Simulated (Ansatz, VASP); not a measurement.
**One calculation of Rb, two programs**

```
Rb
1.0
     4.33539    0.00000    0.00000
     0.00000    4.33539    0.00000
     0.00000    0.00000    4.33539
Rb
1
Direct
  0.00000 0.00000 0.00000
```

Alike in both runs: task single point; functional LDA; k mesh 8 × 8 × 8; occupations fermi-dirac, width 0.1 eV; no spin polarisation.

|  | VASP | Ansatz |
| --- | --- | --- |
| version | VASP 6.6.1 | Ansatz 0.2.0 |
| potentials or method | VASP PAW LDA potentials, release 64 (Rb_sv), cutoff 520 eV | plane waves (420 eV) with PAW, scalar-relativistic |
| valence electrons in the cell | 9 | 9 |

```csv
,VASP,Ansatz,Ansatz less VASP
pressure (GPa),0.1,0.1,+0.01
```

Ansatz warns that its potentials were made for another functional, while VASP's fit it. LDA's correlation is that of Perdew and Zunger in VASP and of Perdew and Wang (1992) in Ansatz.
